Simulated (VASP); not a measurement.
# ZnO (Immm) in VASP: notebook, part 2 of 2

VASP 6.6.1. The steps go on from the part before.

## 3. Single point, LDA (strain +0.0150 x Voigt [0, 0, 0, 0, 1, 0])

INCAR

```
SYSTEM = ZnO
PREC = Accurate
ENCUT = 520
EDIFF = 1E-6
ISMEAR = 0
SIGMA = 0.05
LREAL = .False.
LASPH = .True.
NELM = 100
ALGO = Normal
ISIF = 2
LWAVE = .False.
LCHARG = .True.
GGA = CA
LELF = .True.
LVHAR = .True.
NBANDS = 16
```

KPOINTS

```
Automatic mesh
0
Gamma
  12 12 12
  0 0 0
```

POSCAR

```
ZnO
1.0
    0.0162708150      2.1694420000      2.1694420000
    2.1857128150      0.0000000000      2.1857128150
    2.1694420000      2.1694420000      0.0162708150
Zn O
1 1
Direct
    0.0000000000      0.0000000000      0.0000000000
    0.5000000000      0.5000000000      0.5000000000
```

Potentials or basis: VASP PAW LDA potentials, release 64 (Zn, O).

On the command line:

```bash
$ cat potpaw_LDA.64/Zn/POTCAR potpaw_LDA.64/O/POTCAR > POTCAR
$ mpirun -np 1 vasp_std > vasp.out
```

OUTCAR:

```text
SYSTEM = ZnO
   PREC = Accurate
   ENCUT = 520
   EDIFF = 1E-6
   ISMEAR = 0
   LREAL = .False.
   LASPH = .True.
   NELM = 100
   ISIF = 2
   GGA = CA

 ion  position               nearest neighbor table
   1  0.000  0.000  0.000-   2 2.17   2 2.17   2 2.17   2 2.17   2 2.17   2 2.17
   2  0.500  0.500  0.500-   1 2.17   1 2.17   1 2.17   1 2.17   1 2.17   1 2.17

  LATTYP: Found a body centered orthorhombic cell.
 ALAT       =     3.0450438919
 B/A-ratio  =     1.0151133501
 C/A-ratio  =     1.4249003147

  Lattice vectors:

 A1 = (   0.0162708150,  -2.1694420000,   2.1694420000)
[... 628 lines left out ...]
      6      -2.5114      2.00000
[... 8 lines left out ...]
     15      24.9826      0.00000
     16      26.1691      0.00000

 [... further k-points ...]
[... 5 lines left out ...]
  --------------------------------------------------------------------------------------
  -------------------------------------------------------------------------------------
  Total       -1.7734299     -1.7769533     -1.7734299      0.0000000      0.0000000     -0.1669455
  in kB     -139.1473380   -139.4237945   -139.1473380      0.0000000      0.0000000    -13.0989237
  external PRESSURE =    -139.2394902 kB  Pullay stress =       0.0000000 kB

 VOLUME and BASIS-vectors are now :
 -----------------------------------------------------------------------------
  energy-cutoff  :      520.00
  volume of cell :       20.42
      direct lattice vectors                 reciprocal lattice vectors
     0.016270815  2.169442000  2.169442000    -0.232215629  0.230474011  0.232215629
     2.185712815  0.000000000  2.185712815     0.228758324 -0.230474011  0.228758324
     2.169442000  2.169442000  0.016270815     0.232215629  0.230474011 -0.232215629

 POSITION                                       TOTAL-FORCE (eV/Angst)
 -----------------------------------------------------------------------------------
      0.00000      0.00000      0.00000         0.000000     -0.000000      0.000000
      2.18571      2.16944      2.18571         0.000000      0.000000     -0.000000
 -----------------------------------------------------------------------------------
    total drift:                                0.000000     -0.000000     -0.000000

  FREE ENERGIE OF THE ION-ELECTRON SYSTEM (eV)
  ---------------------------------------------------
  free  energy   TOTEN  =       -10.2893586688 eV

  energy  without entropy=      -10.2893586688  energy(sigma->0) =      -10.28935867
```

OSZICAR:

```text
N       E                     dE             d eps       ncg     rms          rms(c)
DAV:   1     0.874276574047E+02    0.87428E+02   -0.96777E+03  9432   0.170E+03
DAV:   2    -0.722952238609E+01   -0.94657E+02   -0.85913E+02  9824   0.292E+02
DAV:   3    -0.116816609564E+02   -0.44521E+01   -0.44355E+01 10520   0.641E+01
DAV:   4    -0.117014505452E+02   -0.19790E-01   -0.19789E-01 10776   0.429E+00
DAV:   5    -0.117015117557E+02   -0.61211E-04   -0.61210E-04 10848   0.226E-01    0.871E+00
DAV:   6    -0.103475543723E+02    0.13540E+01   -0.26966E+00 14008   0.517E+01    0.604E+00
DAV:   7    -0.103158020104E+02    0.31752E-01   -0.45893E-01 10688   0.114E+01    0.329E+00
DAV:   8    -0.102923466864E+02    0.23455E-01   -0.91188E-02  9640   0.271E+00    0.514E-01
DAV:   9    -0.102893429170E+02    0.30038E-02   -0.57530E-03 13648   0.125E+00    0.101E-01
DAV:  10    -0.102893601085E+02   -0.17192E-04   -0.10301E-03  9496   0.266E-01    0.486E-02
DAV:  11    -0.102893587589E+02    0.13497E-05   -0.12466E-05 11040   0.349E-02    0.315E-03
DAV:  12    -0.102893586688E+02    0.90101E-07   -0.85578E-07  6168   0.162E-02
   1 F= -.10289359E+02 E0= -.10289359E+02  d E =-.718931E-12
```

stdout:

```text
POSCAR found type information on POSCAR ZnO
 POSCAR found :  2 types and       2 ions
 scaLAPACK will be used
 LDA part: xc-table for (Slater(with rela. corr.)+CA(PZ))
 , standard interpolation
 POSCAR, INCAR and KPOINTS ok, starting setup
 FFT: planning ... GRIDC
 FFT: planning ... GRID_SOFT
 FFT: planning ... GRID
 WAVECAR not read
 entering main loop
```

It took 83 s on 1 thread of Intel Xeon 8259CL, shared host; peak memory 0.2 GiB.

Results:

| Property | Result |
| --- | --- |
| Free energy | -10.2894 eV |
| Pressure | -13.9 GPa |
| Band gap on the k mesh | 0.67 eV, indirect (least direct gap 1.84 eV) |

Caveat: the cell differs from its parent crystal (strain +0.0150 x Voigt [0, 0, 0, 0, 1, 0]). A k mesh can miss the band edges.

## 4. Single point, LDA (strain +0.0525 x Voigt [0, 0, 0, 0, 1, 0])

INCAR

```
SYSTEM = ZnO
PREC = Accurate ; ENCUT = 520
EDIFF = 1E-6 ; ISMEAR = 0
SIGMA = 0.05 ; LREAL = .False.
LASPH = .True. ; NELM = 60
ALGO = Normal ; ISIF = 2
LWAVE = .False. ; LCHARG = .False.
GGA = CA ; NBANDS = 16
```

KPOINTS

```
regular mesh
0
Gamma
  12 12 12
  0 0 0
```

POSCAR

```
ZnO
1.0
    0.0569478525      2.1694420000      2.1694420000
    2.2263898525      0.0000000000      2.2263898525
    2.1694420000      2.1694420000      0.0569478525
Zn O
1 1
Direct
    0.0000000000      0.0000000000      0.0000000000
    0.5000000000      0.5000000000      0.5000000000
```

On the command line:

```bash
$ cat potpaw_LDA.64/Zn/POTCAR potpaw_LDA.64/O/POTCAR > POTCAR
$ mpirun -np 1 vasp_std > vasp.out
```

It took 80 s on 1 thread of Intel Xeon 8259CL, shared host; peak memory 0.2 GiB.

It converged, with:

```yaml
Free_energy: -10.2764 eV
Pressure: -13.9 GPa
Band_gap_on_the_k_mesh: 0.62 eV, indirect (least direct gap 1.67 eV)
```

Stress tensor (GPa, compression positive):
```
-13.77   0.00  -4.60
  0.00 -14.12   0.00
 -4.60   0.00 -13.77
```

Levels at points of the mesh, in eV from the valence-band top:
```tsv
k point	band 6	band 7	band 8	band 9	band 10	band 11	band 12	band 13
(0.00, 0.00, 0.00)	-4.75	-1.46	-1.27	-1.05	0.62	16.84	17.57	17.58
(0.50, 0.00, 0.00)	-4.54	-3.64	-0.09	-0.07	5.02	8.74	11.78	12.18
(0.00, 0.50, 0.00)	-4.56	-3.79	-0.04	0.00	5.38	8.33	12.48	12.91
(0.50, 0.50, 0.00)	-4.46	-4.17	-2.65	-2.65	3.80	10.16	11.03	14.72
(0.50, 0.00, 0.50)	-4.45	-4.16	-2.97	-2.32	3.72	10.23	11.12	14.31
```

Caveat: the cell differs from its parent crystal (strain +0.0525 x Voigt [0, 0, 0, 0, 1, 0]). A k mesh can miss the band edges.

## 5. Single point, LDA (strain +0.0375 x Voigt [0, 0, 0, 0, 1, 0])

INCAR

```
  ALGO = Normal
  EDIFF = 1E-6
  ENCUT = 520
  ISIF = 2
  ISMEAR = 0
  LASPH = T
  LCHARG = F
  LREAL = F
  LWAVE = F
  NBANDS = 16
  NELM = 80
  PREC = Accurate
  SIGMA = 0.05
```

KPOINTS

```
k-points
0
Gamma
  12 12 12
```

POSCAR

```
ZnO
1.0
    0.0406770375      2.1694420000      2.1694420000
    2.2101190375      0.0000000000      2.2101190375
    2.1694420000      2.1694420000      0.0406770375
Zn O
1 1
Direct
    0.0000000000      0.0000000000      0.0000000000
    0.5000000000      0.5000000000      0.5000000000
```

On the command line:

```bash
$ cat potpaw_LDA.64/Zn/POTCAR potpaw_LDA.64/O/POTCAR > POTCAR
$ mpirun -np 1 vasp_std > vasp.out
```

Wall time 87 s (1 thread of Intel Xeon 8259CL, shared host); peak memory 0.2 GiB.

Results (log left out):

- Free energy: -10.2833 eV
- Pressure: -13.9 GPa
- Band gap on the k mesh: 0.64 eV, indirect (least direct gap 1.74 eV)

Stress tensor (GPa, compression positive):
```
-13.85   0.00  -3.28
  0.00 -14.02   0.00
 -3.28   0.00 -13.85
```

Levels at points of the mesh, in eV from the valence-band top:
| k point | band 6 | band 7 | band 8 | band 9 | band 10 | band 11 | band 12 | band 13 |
| --- | --- | --- | --- | --- | --- | --- | --- | --- |
| (0.00, 0.00, 0.00) | -4.73 | -1.39 | -1.25 | -1.10 | 0.64 | 17.05 | 17.58 | 17.74 |
| (0.50, 0.00, 0.00) | -4.53 | -3.64 | -0.06 | -0.05 | 5.10 | 8.70 | 11.93 | 12.23 |
| (0.00, 0.50, 0.00) | -4.54 | -3.75 | -0.03 | 0.00 | 5.35 | 8.41 | 12.44 | 12.74 |
| (0.50, 0.50, 0.00) | -4.44 | -4.15 | -2.64 | -2.63 | 3.81 | 10.21 | 11.04 | 14.73 |
| (0.50, 0.00, 0.50) | -4.43 | -4.14 | -2.86 | -2.40 | 3.76 | 10.25 | 11.09 | 14.44 |

Caveat: the cell differs from its parent crystal (strain +0.0375 x Voigt [0, 0, 0, 0, 1, 0]). A k mesh can miss the band edges.

## 6. Single point, LDA (strain +0.0225 x Voigt [0, 0, 0, 0, 1, 0])

INCAR

```
ALGO = Normal
EDIFF = 1E-6
ENCUT = 520
GGA = CA
ISIF = 2
ISMEAR = 0
LASPH = T
LCHARG = F
LREAL = F
LWAVE = F
NBANDS = 16
NELM = 80
PREC = Accurate
SIGMA = 0.05
```

KPOINTS is that of step 5.

POSCAR

```
ZnO
1.0
    0.0244062225      2.1694420000      2.1694420000
    2.1938482225      0.0000000000      2.1938482225
    2.1694420000      2.1694420000      0.0244062225
Zn O
1 1
Direct
    0.0000000000      0.0000000000      0.0000000000
    0.5000000000      0.5000000000      0.5000000000
```

Potentials or basis: VASP PAW LDA potentials, release 64 (Zn, O).

On the command line:

```bash
$ cat potpaw_LDA.64/Zn/POTCAR potpaw_LDA.64/O/POTCAR > POTCAR
$ mpirun -np 1 vasp_std > vasp.out
```

OUTCAR:

```text
EDIFF = 1E-6
   ENCUT = 520
   GGA = CA
   ISIF = 2
   ISMEAR = 0
   LASPH = T
   LREAL = F
   NELM = 80
   PREC = Accurate

 ion  position               nearest neighbor table
   1  0.000  0.000  0.000-   2 2.17   2 2.17   2 2.17   2 2.17   2 2.17   2 2.17
   2  0.500  0.500  0.500-   1 2.17   1 2.17   1 2.17   1 2.17   1 2.17   1 2.17

  LATTYP: Found a body centered orthorhombic cell.
 ALAT       =     3.0335386883
 B/A-ratio  =     1.0227560051
 C/A-ratio  =     1.4303044879

  Lattice vectors:

 A1 = (   0.0244062225,  -2.1694420000,   2.1694420000)
 A2 = (  -0.0244062225,  -2.1694420000,  -2.1694420000)
 A3 = (   2.1694420000,   2.1694420000,   0.0244062225)

Analysis of symmetry for initial positions (statically):
=====================================================================
 Subroutine PRICEL returns:
 Original cell was already a primitive cell.

 Routine SETGRP: Setting up the symmetry group for a
 body centered orthorhombic supercell.

 Subroutine GETGRP returns: Found  8 space group operations
[... 158 lines left out ...]
  ---------------------------------------------------
  ext. energy  EPLUGINS =         0.00000000
  ---------------------------------------------------
  free energy    TOTEN  =       -10.28791764 eV

  energy without entropy =      -10.28791764  energy(sigma->0) =      -10.28791764

 E-fermi :   2.2619     XC(G=0): -12.5632

 val. band max:        2.0552979768   @ k =   0.0000   0.5000   0.0000
 cond. band min:       2.7167337358   @ k =   0.0000   0.0000   0.0000
 fundamental gap:      0.6614357590
 Fermi energy:         2.2618938049

 k-point     1 :       0.0000    0.0000    0.0000
  band No.  band energies     occupation
      1     -15.9269      2.00000
      2      -2.8771      2.00000
      3      -2.8683      2.00000
      4      -2.8491      2.00000
      5      -2.6644      2.00000
      6      -2.6622      2.00000
[... 433 lines left out ...]
      3      -3.2784      2.00000
      4      -3.0841      2.00000
      5      -2.7216      2.00000
      6      -2.5124      2.00000
[... 8 lines left out ...]
     15      24.8885      0.00000
     16      26.1677      0.00000

 [... further k-points ...]
[... 5 lines left out ...]
  --------------------------------------------------------------------------------------
  -------------------------------------------------------------------------------------
  Total       -1.7713364     -1.7793782     -1.7713364     -0.0000000      0.0000000     -0.2504518
  in kB     -138.9928570   -139.6238797   -138.9928570     -0.0000000      0.0000000    -19.6524023
  external PRESSURE =    -139.2031979 kB  Pullay stress =       0.0000000 kB

 VOLUME and BASIS-vectors are now :
 -----------------------------------------------------------------------------
  energy-cutoff  :      520.00
  volume of cell :       20.42
      direct lattice vectors                 reciprocal lattice vectors
     0.024406223  2.169442000  2.169442000    -0.233096345  0.230474011  0.233096345
     2.193848222  0.000000000  2.193848222     0.227910024 -0.230474011  0.227910024
     2.169442000  2.169442000  0.024406223     0.233096345  0.230474011 -0.233096345

 POSITION                                       TOTAL-FORCE (eV/Angst)
 -----------------------------------------------------------------------------------
      0.00000      0.00000      0.00000        -0.000000      0.000000      0.000000
      2.19385      2.16944      2.19385         0.000000     -0.000000     -0.000000
 -----------------------------------------------------------------------------------
    total drift:                                0.000000     -0.000000     -0.000000

  FREE ENERGIE OF THE ION-ELECTRON SYSTEM (eV)
  ---------------------------------------------------
  free  energy   TOTEN  =       -10.2879176380 eV

  energy  without entropy=      -10.2879176380  energy(sigma->0) =      -10.28791764
```

OSZICAR:

```text
N       E                     dE             d eps       ncg     rms          rms(c)
DAV:   1     0.857281484264E+02    0.85728E+02   -0.96950E+03  9608   0.170E+03
DAV:   2    -0.727659120074E+01   -0.93005E+02   -0.83943E+02  9848   0.290E+02
DAV:   3    -0.116802844346E+02   -0.44037E+01   -0.43874E+01 10640   0.633E+01
DAV:   4    -0.117005054402E+02   -0.20221E-01   -0.20220E-01 10720   0.426E+00
DAV:   5    -0.117005684083E+02   -0.62968E-04   -0.62968E-04 10816   0.226E-01    0.871E+00
DAV:   6    -0.103459529130E+02    0.13546E+01   -0.26974E+00 14024   0.517E+01    0.604E+00
DAV:   7    -0.103144106820E+02    0.31542E-01   -0.46091E-01 10632   0.114E+01    0.329E+00
DAV:   8    -0.102909240813E+02    0.23487E-01   -0.91289E-02  9640   0.271E+00    0.516E-01
DAV:   9    -0.102879018165E+02    0.30223E-02   -0.57771E-03 13568   0.125E+00    0.101E-01
DAV:  10    -0.102879192175E+02   -0.17401E-04   -0.10373E-03  9496   0.266E-01    0.487E-02
DAV:  11    -0.102879177413E+02    0.14762E-05   -0.12677E-05 11064   0.352E-02    0.322E-03
DAV:  12    -0.102879176380E+02    0.10335E-06   -0.87261E-07  6136   0.162E-02
   1 F= -.10287918E+02 E0= -.10287918E+02  d E =-.137570E-11
```

stdout:

```text
POSCAR found type information on POSCAR ZnO
 POSCAR found :  2 types and       2 ions
 scaLAPACK will be used
 LDA part: xc-table for (Slater(with rela. corr.)+CA(PZ))
 , standard interpolation
 POSCAR, INCAR and KPOINTS ok, starting setup
 FFT: planning ... GRIDC
 FFT: planning ... GRID_SOFT
 FFT: planning ... GRID
 WAVECAR not read
 entering main loop
```

Wall time 90 s (1 thread of Intel Xeon 8259CL, shared host); peak memory 0.2 GiB.

Results:

| Item | Value |
| --- | --- |
| Free energy | -10.2879 eV |
| Pressure | -13.9 GPa |
| Band gap on the k mesh | 0.66 eV, indirect (least direct gap 1.81 eV) |

Stress tensor (GPa, compression positive):
```
-13.90   0.00  -1.97
  0.00 -13.96   0.00
 -1.97   0.00 -13.90
```

Levels at points of the mesh, in eV from the valence-band top:
| k point | band 5 | band 6 | band 7 | band 8 | band 9 | band 10 | band 11 | band 12 | band 13 | band 14 |
| --- | --- | --- | --- | --- | --- | --- | --- | --- | --- | --- |
| (0.00, 0.00, 0.00) | -4.72 | -4.72 | -1.32 | -1.24 | -1.15 | 0.66 | 17.27 | 17.58 | 17.90 | 17.90 |
| (0.50, 0.00, 0.00) | -4.53 | -4.51 | -3.65 | -0.04 | -0.03 | 5.17 | 8.66 | 12.10 | 12.27 | 18.56 |
| (0.00, 0.50, 0.00) | -4.54 | -4.52 | -3.71 | -0.02 | 0.00 | 5.32 | 8.48 | 12.40 | 12.58 | 18.84 |
| (0.50, 0.50, 0.00) | -4.42 | -4.42 | -4.13 | -2.62 | -2.62 | 3.81 | 10.25 | 11.06 | 14.74 | 14.75 |
| (0.50, 0.00, 0.50) | -4.43 | -4.41 | -4.12 | -2.76 | -2.48 | 3.80 | 10.26 | 11.07 | 14.56 | 14.93 |

Caveat: the cell differs from its parent crystal (strain +0.0225 x Voigt [0, 0, 0, 0, 1, 0]). A k mesh can miss the band edges.

## 7. Single point, LDA (strain +0.0075 x Voigt [0, 0, 0, 0, 1, 0])

INCAR

```
ALGO = Normal ; EDIFF = 1E-6
ENCUT = 520 ; ISIF = 2
ISMEAR = 0 ; LASPH = True
LCHARG = False ; LREAL = False
LWAVE = False ; NBANDS = 16
NELM = 100 ; PREC = Accurate
SIGMA = 0.05
```

KPOINTS is that of step 6.

POSCAR

```
ZnO
1.0
    0.0081354075      2.1694420000      2.1694420000
    2.1775774075      0.0000000000      2.1775774075
    2.1694420000      2.1694420000      0.0081354075
Zn O
1 1
Direct
    0.0000000000      0.0000000000      0.0000000000
    0.5000000000      0.5000000000      0.5000000000
```

On the command line:

```bash
$ cat potpaw_LDA.64/Zn/POTCAR potpaw_LDA.64/O/POTCAR > POTCAR
$ mpirun -np 1 vasp_std > vasp.out
```

It took 96 s on 1 thread of Intel Xeon 8259CL, shared host; peak memory 0.2 GiB.

It converged, with:

```yaml
Free_energy: -10.2902 eV
Pressure: -13.9 GPa
Band_gap_on_the_k_mesh: 0.68 eV, indirect (least direct gap 1.87 eV)
```

Stress tensor (GPa, compression positive):
```
-13.92   0.00  -0.65
  0.00 -13.93   0.00
 -0.65   0.00 -13.92
```

Levels at points of the mesh, in eV from the valence-band top:
```tsv
k point	band 5	band 6	band 7	band 8	band 9	band 10	band 11	band 12	band 13	band 14
(0.00, 0.00, 0.00)	-4.70	-4.70	-1.25	-1.22	-1.19	0.68	17.49	17.59	17.70	18.01
(0.50, 0.00, 0.00)	-4.51	-4.51	-3.66	-0.01	-0.01	5.24	8.61	12.27	12.33	18.66
(0.00, 0.50, 0.00)	-4.51	-4.51	-3.68	0.00	0.00	5.29	8.56	12.37	12.43	18.76
(0.50, 0.50, 0.00)	-4.41	-4.41	-4.11	-2.61	-2.61	3.82	10.27	11.07	14.76	14.76
(0.50, 0.00, 0.50)	-4.41	-4.40	-4.11	-2.66	-2.56	3.82	10.28	11.07	14.70	14.82
```

Caveat: the cell differs from its parent crystal (strain +0.0075 x Voigt [0, 0, 0, 0, 1, 0]). A k mesh can miss the band edges.

## 8. Summary

```tsv
cell	gap on the mesh (eV)	pressure (GPa)
a = 3.068, b = 3.022 Å, angles 60.5, 61.0, 60.5°, 2 atoms	0.65	-13.9
a = 3.068, b = 3.091 Å, angles 59.8, 59.5, 59.8°, 2 atoms	0.67	-13.9
a = 3.069, b = 3.149 Å, angles 59.1, 58.3, 59.1°, 2 atoms	0.62	-13.9
a = 3.068, b = 3.126 Å, angles 59.4, 58.8, 59.4°, 2 atoms	0.64	-13.9
a = 3.068, b = 3.103 Å, angles 59.6, 59.3, 59.6°, 2 atoms	0.66	-13.9
a = 3.068, b = 3.080 Å, angles 59.9, 59.8, 59.9°, 2 atoms	0.68	-13.9
```

Alike in all rows: task single point; level LDA; potentials or basis VASP PAW LDA potentials, release 64 (Zn, O); no spin polarisation; k mesh 12 × 12 × 12; cutoff (eV) 520; smearing gaussian 0.05 eV.

Absolute energies hang on the potentials; compare differences alone.
